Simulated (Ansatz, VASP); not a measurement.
**BeS3 in VASP and in Ansatz**

```
CELL_PARAMETERS angstrom
3.92818 0.00000 0.00000
0.00000 3.92818 0.00000
0.00000 0.00000 3.92818
ATOMIC_POSITIONS crystal
Be 0.00000 0.00000 0.00000
S 0.00000 0.50000 0.50000
S 0.50000 0.00000 0.50000
S 0.50000 0.50000 0.00000
```

Alike in both runs: task relaxation of cell and atoms; functional PBE; k mesh 12 × 12 × 12; occupations gaussian, width 0.1 eV; no spin polarisation.

|  | VASP | Ansatz |
| --- | --- | --- |
| version | VASP 6.6.1 | Ansatz 0.2.0 |
| potentials or method | VASP PAW PBE potentials, release 64 (Be, S), cutoff 600 eV | scalar-relativistic, plane waves, PAW |
| valence electrons in the cell | 20 | 20 |

|  | VASP | Ansatz | Ansatz less VASP |
| --- | --- | --- | --- |
| gap on the k mesh at the Fermi level, each at its own relaxed structure (eV) | none | none | - |
| relaxed volume (Å³/atom) | 14.96 | 14.97 | +0.004 |
| relaxed cell length with the largest relative difference (Å) | 3.912 | 3.912 | +0.0004 |

A gap of «none» marks a metal or a gap that the smearing closes.
